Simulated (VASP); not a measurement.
CdSe3S, 5 atoms in the cell. The structure is tetragonal, space group P4mm (No. 99). Conventional cell: a = 4.227 Å, b = 4.227 Å, c = 8.564 Å, α = 90.00°, β = 90.00°, γ = 90.00°. Within 3.9 Å of Cd (site symmetry 4mm) lie 4 Se at 2.99 Å. Within 3.9 Å of Se (site symmetry 4mm) lie 4 Cd at 2.99 Å. Within 3.1 Å of Se (site symmetry 2mm) lie 2 S at 2.37 Å and 4 Se at 2.99 Å. Within 3.1 Å of S (site symmetry 4mm) lie 4 Se at 2.37 Å. 

```yaml
Program: VASP 6.6.1
Task: single point
Functional: PBE
Potentials_or_basis: VASP PAW PBE potentials, release 64 (Cd, Se, S)
Cutoff: 520 eV
k_mesh: 10 × 10 × 6
Occupations: gaussian, width 0.1 eV
Spin: no spin polarisation
Dipole_correction: no
Further_INCAR_settings: ALGO = Normal; EDIFF = 1e-06; NBANDS = 26
```

Potentials or basis: VASP PAW PBE potentials, release 64 (Cd, Se, S).

Command:

```sh
$ cat potpaw_PBE.64/Cd/POTCAR potpaw_PBE.64/Se/POTCAR potpaw_PBE.64/S/POTCAR > POTCAR
$ mpirun -np 1 vasp_std > vasp.out
```

Hardware: 1 thread of Intel(R) Xeon(R) 6975P-C (Granite Rapids), on a shared host.

**Question.** How long does it take, and how much memory?

**Answer.** Wall time 96 s on 1 thread of Intel(R) Xeon(R) 6975P-C (Granite Rapids), on a shared host, peak memory 0.46 GiB. Counts: scf iterations 15, k points 84.
